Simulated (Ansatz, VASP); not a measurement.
# Mg3BeS in VASP and in Ansatz

File INCAR:

```
SYSTEM = Mg3BeS
  ALGO = Normal
  EDIFF = 1E-6
  EDIFFG = -0.04
  ENCUT = 600
  GGA = PE
  IBRION = 2
  ISIF = 3
  ISMEAR = 0
  LASPH = .TRUE.
  LCHARG = .FALSE.
  LREAL = .FALSE.
  LWAVE = .FALSE.
  NELM = 80
  NSW = 90
  PREC = Accurate
  SIGMA = 0.1
```

KPOINTS

```
k-points
0
G
  3 3 4
  0 0 0
```

The input POSCAR:

```
Mg3BeS
1.0
    5.8378089600      0.0000000000      0.0000000000
   -2.9189044800      5.0556908600      0.0000000000
    0.0000000000      0.0000000000      6.2851764600
Mg Be S
6 2 2
Direct
    0.0000000000      0.6464536800      0.7387517100
    0.3535463200      0.3535463200      0.7387517100
    0.6464536800      0.0000000000      0.7387517100
    0.6464536800      0.6464536800      0.2612482900
    0.0000000000      0.3535463200      0.2612482900
    0.3535463200      0.0000000000      0.2612482900
    0.0000000000      0.0000000000      0.3462014200
    0.0000000000      0.0000000000      0.6537985800
    0.6666666700      0.3333333300      0.5000000000
    0.3333333300      0.6666666700      0.5000000000
```

Input for Ansatz:

```yaml
crystal:
  lattice:
    - [5.83780896, 0.0, 0.0]
    - [-2.91890448, 5.05569086, 0.0]
    - [0.0, 0.0, 6.28517646]
  atoms:
    - { symbol: Mg, position: [0.0, 0.64645368, 0.73875171] }
    - { symbol: Mg, position: [0.35354632, 0.35354632, 0.73875171] }
    - { symbol: Mg, position: [0.64645368, 0.0, 0.73875171] }
    - { symbol: Mg, position: [0.64645368, 0.64645368, 0.26124829] }
    - { symbol: Mg, position: [0.0, 0.35354632, 0.26124829] }
    - { symbol: Mg, position: [0.35354632, 0.0, 0.26124829] }
    - { symbol: Be, position: [0.0, 0.0, 0.34620142] }
    - { symbol: Be, position: [0.0, 0.0, 0.65379858] }
    - { symbol: S, position: [0.66666667, 0.33333333, 0.5] }
    - { symbol: S, position: [0.33333333, 0.66666667, 0.5] }
basis:
  ecutwfc: 420
kpoints:
  mp_grid: { grid: [3, 3, 4] }
hamiltonian:
  xc: pbe
scf:
  occupations: { method: gaussian, width: 0.1 }
  lower_state_search: "off"
output:
  forces: true
  stress: true
  eigenvalues: true
relax:
  adjacent_minimum: "off"
  f_tol: 0.04
  max_steps: 70
  cell: { stress_tol: 0.4 }
```

Change from the starting cell: species swapped into the AlSiTe3 type (P-31m, No. 162).

Alike in both runs: task relaxation of cell and atoms; functional PBE; k mesh 3 × 3 × 4; occupations gaussian, width 0.1 eV; no spin polarisation.

```csv
,VASP,Ansatz
version,VASP 6.6.1,Ansatz 0.2.0
potentials or method,"VASP PAW PBE potentials, release 64 (Mg, Be, S), cutoff 600 eV","scalar-relativistic, plane waves, PAW"
valence electrons in the cell,28,76
```

```tsv
	VASP	Ansatz	Ansatz less VASP
gap on the k mesh at the Fermi level, each at its own relaxed structure (eV)	none	none	-
relaxed volume (Å³/atom)	19.36	19.42	+0.064
relaxed length of the cell vector where the two differ most in proportion (Å)	4.241	4.249	+0.0071
```

A gap of «none» marks a metal or a gap that the smearing closes. VASP's potentials hold 28 valence electrons a cell and Ansatz's 76, so a difference there can come from the potentials and not from the codes.

The k mesh is coarse, so the values compare programs but aren't converged.
